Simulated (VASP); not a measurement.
# AgBr (Fm-3m) in VASP: notebook, part 2 of 2

VASP 6.6.1.

**4. Phonons, r2SCAN**

File INCAR:

```
PREC = Accurate
ENCUT = 550
EDIFF = 1E-8
ISMEAR = 0
SIGMA = 0.01
LREAL = F
LASPH = T
NELM = 120
ALGO = Normal
ISIF = 2
LWAVE = F
LCHARG = F
METAGGA = R2SCAN
LMIXTAU = T
IBRION = 6
NFREE = 2
POTIM = 0.015
NSW = 1
GGA_COMPAT = F
```

File KPOINTS:

```
Automatic mesh
0
Gamma
  10 10 10
```

File POSCAR:

```
AgBr
1.0
    0.0000000000      2.8921723098      2.8921723098
    2.8921723098      0.0000000000      2.8921723098
    2.8921723098      2.8921723098      0.0000000000
Ag Br
1 1
Direct
    0.5000000000      0.5000000000      0.5000000000
    0.0000000000      0.0000000000      0.0000000000
```

Potentials or basis: VASP PAW PBE potentials, release 64 (Ag, Br).

Started as:

```sh
cat potpaw_PBE.64/Ag/POTCAR potpaw_PBE.64/Br/POTCAR > POTCAR
mpirun -np 1 vasp_std > vasp.out
```

OUTCAR:

```text
PREC = Accurate
   ENCUT = 550
   EDIFF = 1E-8
   ISMEAR = 0
   LREAL = F
   LASPH = T
   NELM = 120
   ISIF = 2
   METAGGA = R2SCAN
   IBRION = 6
   NFREE = 2
   POTIM = 0.015
   NSW = 1

 ion  position               nearest neighbor table
   1  0.500  0.500  0.500-   2 2.89   2 2.89   2 2.89   2 2.89   2 2.89   2 2.89
   2  0.000  0.000  0.000-   1 2.89   1 2.89   1 2.89   1 2.89   1 2.89   1 2.89

  LATTYP: Found a face centered cubic cell.
 ALAT       =     5.7843446196

  Lattice vectors:

 A1 = (   0.0000000000,   2.8921723098,   2.8921723098)
 A2 = (   2.8921723098,   0.0000000000,   2.8921723098)
 A3 = (   2.8921723098,   2.8921723098,   0.0000000000)

Analysis of symmetry for initial positions (statically):
=====================================================================
 Subroutine PRICEL returns:
 Original cell was already a primitive cell.

 Routine SETGRP: Setting up the symmetry group for a
 face centered cubic supercell.

 Subroutine GETGRP returns: Found 48 space group operations
 (whereof 48 operations were pure point group operations)
 out of a pool of 48 trial point group operations.

The static configuration has the point symmetry O_h .

Analysis of symmetry for dynamics (positions and initial velocities):
=====================================================================
 Subroutine PRICEL returns:
 Original cell was already a primitive cell.

 Routine SETGRP: Setting up the symmetry group for a
 face centered cubic supercell.

 Subroutine GETGRP returns: Found 48 space group operations
 (whereof 48 operations were pure point group operations)
 out of a pool of 48 trial point group operations.

The dynamic configuration has the point symmetry O_h .

 Subroutine INISYM returns: Found 48 space group operations
 (whereof 48 operations are pure point group operations),
 and found     1 'primitive' translations

----------------------------------------------------------------------------------------

                                     Primitive cell

  volume of cell :      48.3841

  direct lattice vectors                    reciprocal lattice vectors
     0.000000000  2.892172310  2.892172310    -0.172880433  0.172880433  0.172880433
     2.892172310  0.000000000  2.892172310     0.172880433 -0.172880433  0.172880433
     2.892172310  2.892172310  0.000000000     0.172880433  0.172880433 -0.172880433

  length of vectors
     4.090149305  4.090149305  4.090149305     0.299437693  0.299437693  0.299437693

  position of ions in fractional coordinates (direct lattice)
     0.500000000  0.500000000  0.500000000
     0.000000000  0.000000000  0.000000000

  ion indices of the primitive-cell ions
   primitive index   ion index
                 1           1
                 2           2

[... 113 lines left out ...]

 Free energy of the ion-electron system (eV)
  ---------------------------------------------------
  ext. energy  EPLUGINS =         0.00000000
  ---------------------------------------------------
  free energy    TOTEN  =       -35.51438082 eV

  energy without entropy =      -35.51438082  energy(sigma->0) =      -35.51438082

------------------------ aborting loop because EDIFF is reached ----------------------------------------

  FORCE on cell =-STRESS in cart. coord.  units (eV):
  Direction    XX          YY          ZZ          XY          YZ          ZX
  --------------------------------------------------------------------------------------
  -------------------------------------------------------------------------------------
  Total       -0.0126669     -0.0126669     -0.0126669      0.0000000      0.0000000      0.0000000
  in kB       -0.4194493     -0.4194493     -0.4194493      0.0000000      0.0000000      0.0000000
  external PRESSURE =      -0.4194493 kB  Pullay stress =       0.0000000 kB
[... 131 lines left out ...]
--------------------------------------- Ionic step        5  -------------------------------------------

 number of electron      17.9999999 magnetization

 Free energy of the ion-electron system (eV)
  ---------------------------------------------------
  ext. energy  EPLUGINS =         0.00000000
  ---------------------------------------------------
  free energy    TOTEN  =       -35.51425541 eV

  energy without entropy =      -35.51425541  energy(sigma->0) =      -35.51425541

 E-fermi :   3.1167     XC(G=0): -10.2469

 val. band max:        3.0384204919   @ k =   0.5000   0.0000   0.0000
 cond. band min:       4.2845481750   @ k =   0.0000   0.0000   0.0000
 fundamental gap:      1.2461276831
 Fermi energy:         3.1166988730

 k-point     1 :       0.0000    0.0000    0.0000
  band No.  band energies     occupation
      1     -12.4180      2.00000
      2       0.3553      2.00000
      3       0.3553      2.00000
      4       0.3566      2.00000
      5       0.3601      2.00000
      6       0.3641      2.00000
      7       1.0949      2.00000
      8       1.0949      2.00000
      9       1.0974      2.00000
     10       4.2845      0.00000
     11      13.4599      0.00000
     12      13.4599      0.00000
     13      13.4601      0.00000
[... 354 lines left out ...]
  band No.  band energies     occupation
      1     -12.0333      2.00000
      2      -1.4514      2.00000
      3      -0.2717      2.00000
      4      -0.1945      2.00000
      5       0.3077      2.00000
      6       0.6186      2.00000
      7       0.9365      2.00000
      8       1.2329      2.00000
      9       1.5632      2.00000
     10       6.2653      0.00000
     11      10.6496      0.00000
     12      11.1381      0.00000
     13      13.4276      0.00000

 [... further k-points ...]

------------------------ aborting loop because EDIFF is reached ----------------------------------------

  FORCE on cell =-STRESS in cart. coord.  units (eV):
  Direction    XX          YY          ZZ          XY          YZ          ZX
  --------------------------------------------------------------------------------------
  -------------------------------------------------------------------------------------
  Total       -0.0094956     -0.0125504     -0.0125504     -0.0000000      0.0000000      0.0000000
  in kB       -0.3144363     -0.4155922     -0.4155922     -0.0000000      0.0000000      0.0000000
  external PRESSURE =      -0.3818736 kB  Pullay stress =       0.0000000 kB
[... 17 lines left out ...]
  FREE ENERGIE OF THE ION-ELECTRON SYSTEM (eV)
  ---------------------------------------------------
  free  energy   TOTEN  =       -35.5142554054 eV

  energy  without entropy=      -35.5142554054  energy(sigma->0) =      -35.51425541

 INTERNAL STRAIN TENSORS FROM DISPLACED ATOMS
 ============================================

 INTERNAL STRAIN TENSOR FOR ION    1 for displacements in x,y,z  (eV/Angst):
          X           Y           Z          XY          YZ          ZX
  --------------------------------------------------------------------------------
  x     0.00000     0.00000     0.00000     0.00000     0.00000     0.00000
  y     0.00000     0.00000     0.00000     0.00000     0.00000     0.00000
  z     0.00000     0.00000     0.00000     0.00000     0.00000     0.00000

 INTERNAL STRAIN TENSOR FOR ION    2 for displacements in x,y,z  (eV/Angst):
          X           Y           Z          XY          YZ          ZX
  --------------------------------------------------------------------------------
  x     0.00000     0.00000     0.00000     0.00000     0.00000     0.00000
  y     0.00000     0.00000     0.00000     0.00000     0.00000     0.00000
  z     0.00000     0.00000     0.00000     0.00000     0.00000     0.00000

 Eigenvectors and eigenvalues of the dynamical matrix
 ----------------------------------------------------

   1 f  =    2.469973 THz    15.519295 2PiTHz   82.389417 cm-1    10.214981 meV
             X         Y         Z           dx          dy          dz
      2.892172  2.892172  2.892172     0.000000    0.652820    0.000000
      0.000000  0.000000  0.000000     0.000000   -0.757513    0.000000
[... 21 lines left out ...]
   6 f/i=    0.001589 THz     0.009984 2PiTHz    0.053005 cm-1     0.006572 meV
             X         Y         Z           dx          dy          dz
      2.892172  2.892172  2.892172     0.000000    0.000000    0.757513
      0.000000  0.000000  0.000000     0.000000    0.000000    0.652820

 ELASTIC MODULI CONTR FROM IONIC RELAXATION (kBar)
 Direction    XX          YY          ZZ          XY          YZ          ZX
 --------------------------------------------------------------------------------
 XX           0.0000      0.0000      0.0000      0.0000      0.0000      0.0000
 YY           0.0000      0.0000      0.0000      0.0000      0.0000      0.0000
 ZZ           0.0000      0.0000      0.0000      0.0000      0.0000      0.0000
 XY           0.0000      0.0000      0.0000      0.0000      0.0000      0.0000
 YZ           0.0000      0.0000      0.0000      0.0000      0.0000      0.0000
 ZX           0.0000      0.0000      0.0000      0.0000      0.0000      0.0000
 --------------------------------------------------------------------------------
```

OSZICAR:

```text
N       E                     dE             d eps       ncg     rms          rms(c)
DAV:   1     0.622743014089E+02    0.62274E+02   -0.91170E+03  1222   0.133E+03
DAV:   2    -0.364976159227E+02   -0.98772E+02   -0.92626E+02  1435   0.251E+02
[... 63 lines left out ...]
DAV:   7    -0.355142549753E+02   -0.18783E-05   -0.85502E-07  2752   0.103E-02    0.846E-04
DAV:   8    -0.355142552851E+02   -0.30984E-06   -0.37497E-07  2717   0.729E-03    0.759E-04
DAV:   9    -0.355142554242E+02   -0.13908E-06   -0.36227E-08  2922   0.194E-03    0.587E-04
DAV:  10    -0.355142553617E+02    0.62550E-07   -0.32387E-08  2691   0.246E-03    0.284E-04
DAV:  11    -0.355142554062E+02   -0.44558E-07   -0.51946E-09  1471   0.899E-04    0.281E-04
DAV:  12    -0.355142554054E+02    0.85856E-09   -0.50756E-10  1381   0.217E-04
   5 F= -.35514255E+02 E0= -.35514255E+02  d E =-.107267E-30
```

Wall time 4.8 min (1 thread of Intel Xeon 6975P-C (Granite Rapids), shared host); peak memory 0.29 GiB.

Results:

| Item | Value |
| --- | --- |
| Highest phonon frequency at Γ, LO-TO splitting left out | 82 cm⁻¹ |

Phonon frequencies in cm⁻¹ (negative: imaginary):
```tsv
q point	frequencies
(0.000, 0.000, 0.000)	0 0 0 82 82 82
```

Caveat: the PAW data sets were made with another functional, which shifts forces and pressure a little.
